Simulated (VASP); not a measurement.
Input of a VASP 6.6.1 run:

INCAR

```
  PREC = Accurate
  ENCUT = 600
  EDIFF = 1E-6
  ISMEAR = 0
  SIGMA = 0.1
  LREAL = False
  LASPH = True
  NELM = 100
  ALGO = Fast
  ISIF = 3
  LWAVE = False
  LCHARG = False
  GGA = PE
  IBRION = 2
  NSW = 80
  EDIFFG = -0.003
```

Contents of KPOINTS:

```
regular mesh
0
Gamma
  34 34 34
```

File POSCAR:

```
Al
1.0
    0.0000000000      2.0250000000      2.0250000000
    2.0250000000      0.0000000000      2.0250000000
    2.0250000000      2.0250000000      0.0000000000
Al
1
Direct
    0.0000000000      0.0000000000      0.0000000000
```

Potentials or basis: VASP PAW PBE potentials, release 64 (Al).

Command:

```bash
$ cat potpaw_PBE.64/Al/POTCAR > POTCAR
$ mpirun -np 1 vasp_std > vasp.out
```

Task: What does it give for the relaxed volume?

Result: 16.48 Å³/atom.

Task: Estimate the band gap on the k mesh.

Result: Zero (an odd number of electrons rules out a gap without spin polarisation).

Final structure:
```
CELL_PARAMETERS angstrom
0.00000 2.01974 2.01974
2.01974 0.00000 2.01974
2.01974 2.01974 0.00000
ATOMIC_POSITIONS crystal
Al 0.00000 0.00000 0.00000
```
